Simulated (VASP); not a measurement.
# BN (Amm2) in VASP: further runs

Runs on BN. Level: r2SCAN. Tasks: single point.

All numbers are computed with VASP 6.6.1; they aren't measurements. Logs are shortened: lines on timing, memory, paths and dates and some standing lists are left out, and cuts for length are marked.

## 1. The cell of the first run

The structure is orthorhombic, space group Amm2 (No. 38). The conventional cell has a = 6.661 Å, b = 2.504 Å, c = 4.337 Å, α = 90.00°, β = 90.00°, γ = 90.00°. B (site symmetry mm2) has 1 N at 0.95 Å within 1.3 Å. Within 1.7 Å of B (site symmetry mm2) lie 2 N at 1.27 Å. N (site symmetry mm2) has 2 B at 1.27 Å within 1.7 Å. Within 1.3 Å of N (site symmetry mm2) lie 1 B at 0.95 Å.

## 2. Single point, r2SCAN

POSCAR

```
BN
1.0
    2.5039917043      0.0000000000      0.0000000000
   -1.2519958522      2.1685204268      0.0000000000
    0.0000000000      0.0000000000      6.6612000000
B N
2 2
Direct
    0.3333333333      0.6666666667      0.2500000000
    0.6666666667      0.3333333333      0.7500000000
    0.5639052910      0.7819526455      0.7500000000
    0.8972386243      0.4486193122      0.2500000000
```

INCAR.step1

```
SYSTEM = BN
PREC = Accurate ; ENCUT = 520
ISMEAR = 0 ; SIGMA = 0.05
LREAL = .FALSE. ; LASPH = .TRUE.
NELM = 60 ; NBANDS = 16
GGA = PE ; ALGO = Normal
EDIFF = 1E-4 ; LWAVE = .TRUE.
LCHARG = .FALSE.
```

INCAR.step2

```
SYSTEM = BN
PREC = Accurate ; ENCUT = 520
EDIFF = 1E-6 ; ISMEAR = 0
SIGMA = 0.05 ; LREAL = .FALSE.
LASPH = .TRUE. ; NELM = 60
ALGO = Normal ; ISIF = 2
LWAVE = .FALSE. ; LCHARG = .FALSE.
METAGGA = R2SCAN ; LMIXTAU = .TRUE.
NBANDS = 16 ; ISTART = 1
```

KPOINTS

```
Automatic mesh
0
G
  12 12 4
  0 0 0
```

Potentials or basis: VASP PAW PBE potentials, release 64 (B, N).

Started as:

```sh
> cat potpaw_PBE.64/B/POTCAR potpaw_PBE.64/N/POTCAR > POTCAR
> cp INCAR.step1 INCAR
> mpirun -np 1 vasp_std > vasp.out
> cp INCAR.step2 INCAR
> mpirun -np 1 vasp_std > vasp.out
```

OUTCAR:

```text
SYSTEM = BN
   PREC = Accurate
   ENCUT = 520
   EDIFF = 1E-6
   ISMEAR = 0
   LREAL = .FALSE.
   LASPH = .TRUE.
   NELM = 60
   ISIF = 2
   METAGGA = R2SCAN
   ISTART = 1

 ion  position               nearest neighbor table
   1  0.333  0.667  0.250-   4 0.95   4 1.75   4 1.75
   2  0.667  0.333  0.750-   3 1.27   3 1.27   3 1.95
   3  0.564  0.782  0.750-   2 1.27   2 1.27   2 1.95
   4  0.897  0.449  0.250-   1 0.95   1 1.75   1 1.75

 -----------------------------------------------------------------------------
|                                                                             |
|           W    W    AA    RRRRR   N    N  II  N    N   GGGG   !!!           |
|           W    W   A  A   R    R  NN   N  II  NN   N  G    G  !!!           |
|           W    W  A    A  R    R  N N  N  II  N N  N  G       !!!           |
|           W WW W  AAAAAA  RRRRR   N  N N  II  N  N N  G  GGG   !            |
|           WW  WW  A    A  R   R   N   NN  II  N   NN  G    G                |
|           W    W  A    A  R    R  N    N  II  N    N   GGGG   !!!           |
|                                                                             |
|     The distance between some ions is very small. Please check the          |
|     nearest-neighbor list in the OUTCAR file.                               |
|     I HOPE YOU KNOW WHAT YOU ARE DOING!                                     |
|                                                                             |
 -----------------------------------------------------------------------------

  LATTYP: Found a hexagonal cell.
 ALAT       =     2.5039917043
 C/A-ratio  =     2.6602324555

  Lattice vectors:

 A1 = (   2.5039917043,   0.0000000000,   0.0000000000)
 A2 = (  -1.2519958522,   2.1685204268,   0.0000000000)
 A3 = (   0.0000000000,   0.0000000000,   6.6612000000)

Analysis of symmetry for initial positions (statically):
=====================================================================
 Subroutine PRICEL returns:
 Original cell was already a primitive cell.

 Routine SETGRP: Setting up the symmetry group for a
 hexagonal supercell.

 Subroutine GETGRP returns: Found  4 space group operations
 (whereof  2 operations were pure point group operations)
 out of a pool of 24 trial point group operations.

The static configuration has the point symmetry C_1h.
 The point group associated with its full space group is C_2v.

Analysis of symmetry for dynamics (positions and initial velocities):
=====================================================================
 Subroutine PRICEL returns:
 Original cell was already a primitive cell.

 Routine SETGRP: Setting up the symmetry group for a
 hexagonal supercell.

 Subroutine GETGRP returns: Found  4 space group operations
 (whereof  2 operations were pure point group operations)
 out of a pool of 24 trial point group operations.

The dynamic configuration has the point symmetry C_1h.
 The point group associated with its full space group is C_2v.

 Subroutine INISYM returns: Found  4 space group operations
 (whereof  2 operations are pure point group operations),
 and found     1 'primitive' translations

----------------------------------------------------------------------------------------

                                     Primitive cell

  volume of cell :      36.1700

  direct lattice vectors                    reciprocal lattice vectors
     2.503991704  0.000000000  0.000000000     0.399362345  0.230571958  0.000000000
    -1.251995852  2.168520427  0.000000000     0.000000000  0.461143915  0.000000000
     0.000000000  0.000000000  6.661200000     0.000000000  0.000000000  0.150123101

  length of vectors
     2.503991704  2.503991704  6.661200000     0.461143915  0.461143915  0.150123101

  position of ions in fractional coordinates (direct lattice)
     0.333333333  0.666666667  0.250000000
     0.666666667  0.333333333  0.750000000
     0.563905291  0.781952645  0.750000000
     0.897238624  0.448619312  0.250000000

  ion indices of the primitive-cell ions
   primitive index   ion index
                 1           1
                 2           2
                 3           3
                 4           4

----------------------------------------------------------------------------------------

 KPOINTS: Automatic mesh

Automatic generation of k-mesh.
 Grid dimensions read from file:
 generate k-points for:   12   12    4

 Generating k-lattice:

  Cartesian coordinates                     Fractional coordinates (reciprocal lattice)
     0.033280195  0.019214330  0.000000000     0.083333333 -0.000000000  0.000000000
     0.000000000  0.038428660  0.000000000     0.000000000  0.083333333  0.000000000
     0.000000000  0.000000000  0.037530775     0.000000000  0.000000000  0.250000000

  Length of vectors
     0.038428660  0.038428660  0.037530775

  Shift w.r.t. Gamma in fractional coordinates (k-lattice)
     0.000000000  0.000000000  0.000000000

 Subroutine IBZKPT returns following result:
 ===========================================

 Found    129 irreducible k-points:

 Following reciprocal coordinates:
            Coordinates               Weight
  0.000000  0.000000  0.000000      1.000000
  0.083333  0.000000  0.000000      2.000000
  0.000000  0.083333  0.000000      4.000000
  0.166667  0.000000  0.000000      2.000000
  0.000000  0.166667  0.000000      4.000000
  0.250000  0.000000  0.000000      2.000000
[... 16 lines left out ...]
 -0.083333  0.416667  0.000000      4.000000
 -0.416667  0.333333  0.000000      4.000000
 [... further k-points ...]
   k-points           NKPTS =    129   k-points in BZ     NKDIM =    129   number of bands    NBANDS=     16
   number of dos      NEDOS =    301   number of ions     NIONS =      4
   total plane-waves  NPLWV =  20000
   dimension x,y,z NGX =    20 NGY =   20 NGZ =   50
   dimension x,y,z NGXF=    40 NGYF=   40 NGZF=  100
   ions per type =               2   2
   NGX,Y,Z   is equivalent  to a cutoff of  13.28, 13.28, 12.48 a.u.
   NGXF,Y,Z  is equivalent  to a cutoff of  26.56, 26.56, 24.96 a.u.
 SYSTEM =  BN
   PREC   = accura    normal or accurate (medium, high low for compatibility)
   ISTART =      1    job   : 0-new  1-cont  2-samecut
   ICHARG =      0    charge: 1-file 2-atom 10-const
   ISPIN  =      1    spin polarized calculation?
   LNONCOLLINEAR =      F non collinear calculations
   LSORBIT =      F    spin-orbit coupling
   LASPH  =      T    aspherical Exc in radial PAW
   ENCUT  =  520.0 eV  38.22 Ry    6.18 a.u.   4.66  4.66 12.39*2*pi/ulx,y,z
   NELM   =     60;   NELMIN=  2; NELMDL=  0     # of ELM steps
   EDIFF  = 0.1E-05   stopping-criterion for ELM
   LREAL  =      F    real-space projection
   EDIFFG = 0.1E-04   stopping-criterion for IOM
   NSW    =      0    number of steps for IOM
   IBRION =     -1    ionic relax: 0-MD 1-quasi-New 2-CG
   NFREE  =      0    steps in history (QN), initial steepest desc. (CG)
   ISIF   =      2    stress and relaxation
   ISYM   =      2    0-nonsym 1-usesym 2-fastsym
   POTIM  = 0.5000    time-step for ionic-motion
   TEBEG  =    0.0;   TEEND  =   0.0 temperature during run
   PSTRESS=    0.0 pullay stress
   NELECT =      16.0000    total number of electrons
   NUPDOWN=      -1.0000    fix difference up-down
   EMIN   =  10.00;   EMAX   =-10.00  energy-range for DOS
   EFERMI =   0.00;   METHOD = LEGACY
   ISMEAR =     0;   SIGMA  =   0.05  broadening in eV -4-tet -1-fermi 0-gaus
   EFERMI_NEDOS =   21; number of points for ismear=-14 and -15
   IALGO  =     38    algorithm
   IMIX   =      4    mixing-type and parameters
     AMIX     =   0.40;   BMIX     =  1.00
     AMIX_MAG =   1.60;   BMIX_MAG =  1.00
  volume/ion in A,a.u.               =       9.04        61.02
  Fermi-wavevector in a.u.,A,eV,Ry     =   1.247379  2.357205 21.170055  1.555955
  Thomas-Fermi vector in A             =   2.381514
   LORBIT       =      0    0 simple, 1 ext, 2 COOP (PROOUT), +10 PAW based schemes
   METAGGA = R2SCAN    functional components
   LHFCALC =     F    Hartree Fock is set to
   AEXX    =    0.0000 exact exchange contribution
   IVDW    =     0    specifies the selected vdW correction
   LEPSILON=     F    determine dielectric tensor
   LRPA    =     F    only Hartree local field effects (RPA)
 non-spin polarized calculation
 Gauss-broadening in eV      SIGMA  =   0.05
  energy-cutoff  :      520.00
  volume of cell :       36.17
 maximum number of plane-waves:       992
   NGX =  9   NGY =  9   NGZ = 25

 number of electron      15.9999998 magnetization

 Free energy of the ion-electron system (eV)
  ---------------------------------------------------
  ext. energy  EPLUGINS =         0.00000000
  ---------------------------------------------------
  free energy    TOTEN  =       -25.04996664 eV

  energy without entropy =      -25.04996664  energy(sigma->0) =      -25.04996664

 E-fermi :   3.8069     XC(G=0): -10.5318

 val. band max:        3.5974407129   @ k =   0.0000   0.0000   0.5000
 cond. band min:       5.7857907068   @ k =   0.0000   0.5000   0.5000
 fundamental gap:      2.1883499940
 Fermi energy:         3.8068678266

 k-point     1 :       0.0000    0.0000    0.0000
  band No.  band energies     occupation
      1     -17.0254      2.00000
      2     -16.4955      2.00000
      3      -5.0132      2.00000
      4      -4.8344      2.00000
      5      -3.0867      2.00000
      6      -3.0589      2.00000
[... 8 lines left out ...]
     15      17.4708      0.00000
     16      20.9810      0.00000

 k-point     2 :       0.0833    0.0000    0.0000
  band No.  band energies     occupation
      1     -16.8776      2.00000
      2     -16.3982      2.00000
      3      -4.9291      2.00000
      4      -4.8364      2.00000
      5      -3.2456      2.00000
      6      -2.9399      2.00000
[... 8 lines left out ...]
     15      17.0187      0.00000
     16      20.3945      0.00000

 k-point     3 :       0.0000    0.0833    0.0000
  band No.  band energies     occupation
      1     -16.9110      2.00000
      2     -16.3783      2.00000
      3      -4.9917      2.00000
      4      -4.8342      2.00000
      5      -3.2558      2.00000
      6      -2.9240      2.00000
[... 8 lines left out ...]
     15      16.7963      0.00000
     16      20.5232      0.00000

 k-point     4 :       0.1667    0.0000    0.0000
  band No.  band energies     occupation
      1     -16.4488      2.00000
      2     -16.1127      2.00000
      3      -5.1803      2.00000
      4      -4.3169      2.00000
      5      -3.7684      2.00000
      6      -2.5162      2.00000
[... 8 lines left out ...]
     15      17.3674      0.00000
     16      19.3719      0.00000

 k-point     5 :       0.0000    0.1667    0.0000
  band No.  band energies     occupation
      1     -16.5793      2.00000
      2     -16.0373      2.00000
      3      -5.4471      2.00000
      4      -4.3101      2.00000
      5      -3.7989      2.00000
      6      -2.4446      2.00000
[... 8 lines left out ...]
     15      17.6262      0.00000
     16      19.5012      0.00000

 k-point     6 :       0.2500    0.0000    0.0000
  band No.  band energies     occupation
      1     -15.8415      2.00000
      2     -15.6096      2.00000
      3      -5.5069      2.00000
      4      -4.5155      2.00000
      5      -3.4963      2.00000
      6      -1.9023      2.00000
[... 8 lines left out ...]
     15      18.2917      0.00000
     16      18.4074      0.00000
[... 267 lines left out ...]
 k-point    21 :      -0.3333    0.2500    0.0000
  band No.  band energies     occupation
      1     -15.5836      2.00000
      2     -15.2098      2.00000
      3      -6.5946      2.00000
      4      -4.8870      2.00000
      5      -2.8781      2.00000
      6      -1.2035      2.00000
[... 8 lines left out ...]
     15      17.9856      0.00000
     16      19.3560      0.00000

 k-point    22 :       0.3333    0.0833    0.0000
  band No.  band energies     occupation
      1     -15.0294      2.00000
      2     -14.3090      2.00000
      3      -6.1971      2.00000
      4      -5.5888      2.00000
      5      -4.8656      2.00000
      6      -1.8326      2.00000
[... 8 lines left out ...]
     15      17.4759      0.00000
     16      19.4189      0.00000

 k-point    23 :      -0.0833    0.4167    0.0000
  band No.  band energies     occupation
      1     -15.1917      2.00000
      2     -14.4827      2.00000
      3      -7.2134      2.00000
      4      -6.0632      2.00000
      5      -1.9803      2.00000
      6      -0.9682      2.00000
[... 8 lines left out ...]
     15      18.0948      0.00000
     16      20.5011      0.00000

 k-point    24 :      -0.4167    0.3333    0.0000
  band No.  band energies     occupation
      1     -15.0031      2.00000
      2     -14.6081      2.00000
      3      -7.3840      2.00000
      4      -5.7002      2.00000
      5      -1.9031      2.00000
      6      -1.5695      2.00000
[... 8 lines left out ...]
     15      17.9199      0.00000
     16      20.3704      0.00000

 [... further k-points ...]
[... 5 lines left out ...]
  --------------------------------------------------------------------------------------
  -------------------------------------------------------------------------------------
  Total       51.7172561     24.2459433     -0.0611964     23.7908548      0.0000000      0.0000000
  in kB     2290.8527820   1073.9913673     -2.7107398   1053.8328981      0.0000000      0.0000000
  external PRESSURE =    1120.7111365 kB  Pullay stress =       0.0000000 kB

 VOLUME and BASIS-vectors are now :
 -----------------------------------------------------------------------------
  energy-cutoff  :      520.00
  volume of cell :       36.17
      direct lattice vectors                 reciprocal lattice vectors
     2.503991704  0.000000000  0.000000000     0.399362345  0.230571958  0.000000000
    -1.251995852  2.168520427  0.000000000     0.000000000  0.461143915  0.000000000
     0.000000000  0.000000000  6.661200000     0.000000000  0.000000000  0.150123101

 POSITION                                       TOTAL-FORCE (eV/Angst)
 -----------------------------------------------------------------------------------
     -0.00000      1.44568      1.66530        62.104147     35.855846      0.000000
      1.25200      0.72284      4.99590         3.818286      2.204489      0.000000
      0.43301      1.69568      4.99590        -3.806117     -2.197463      0.000000
      1.68501      0.97284      1.66530       -62.116316    -35.862872      0.000000
 -----------------------------------------------------------------------------------
    total drift:                                0.000485      0.000278     -0.000000

  FREE ENERGIE OF THE ION-ELECTRON SYSTEM (eV)
  ---------------------------------------------------
  free  energy   TOTEN  =       -25.0499666425 eV

  energy  without entropy=      -25.0499666425  energy(sigma->0) =      -25.04996664
```

Run time: 1.8 min. Hardware: 1 thread of Intel Xeon 6975P-C (Granite Rapids), shared host; peak memory 0.19 GiB.

What came out:

```
Free energy            : -25.0500 eV
Pressure               : 112.1 GPa
Largest force          : 71.726 eV/Å
Band gap on the k mesh : 2.19 eV (least direct gap 3.82 eV)
```

Forces in eV/Å, atoms in the order of the input:
```
B    62.104  35.856   0.000
B     3.818   2.204   0.000
N    -3.806  -2.197   0.000
N   -62.116 -35.863   0.000
```

Stress tensor (GPa, compression positive):
```
229.09 105.38   0.00
105.38 107.40   0.00
  0.00   0.00  -0.27
```

Levels at points of the mesh, in eV from the valence-band top:
```tsv
k point	band 6	band 7	band 8	band 9	band 10	band 11
(0.00, 0.00, 0.00)	-6.66	-1.02	0.00	3.82	8.68	8.78
(0.50, 0.00, 0.00)	-4.95	-4.61	-3.90	4.03	7.93	8.27
(0.00, 0.50, 0.00)	-4.89	-2.96	-2.51	2.20	4.47	4.67
(0.00, 0.00, 0.50)	-6.58	-1.02	0.00	5.74	6.09	8.78
(0.50, 0.00, 0.50)	-4.95	-4.53	-3.89	3.71	7.05	8.82
(0.00, 0.50, 0.50)	-4.81	-2.95	-2.55	2.19	4.50	4.73
```

Caveat: the cell differs from its parent crystal (all N atoms moved -0.500 Å, as atom 3 towards its neighbour atom 2 (B) at 1.446 Å); atoms lie so close that the PAW spheres overlap strongly, which falsifies energies and pressures; the cell stands under pressure; the PAW data sets were made with another functional, which shifts forces and pressure a little. A k mesh can miss the band edges.

(Continued in part 2 of 2.)
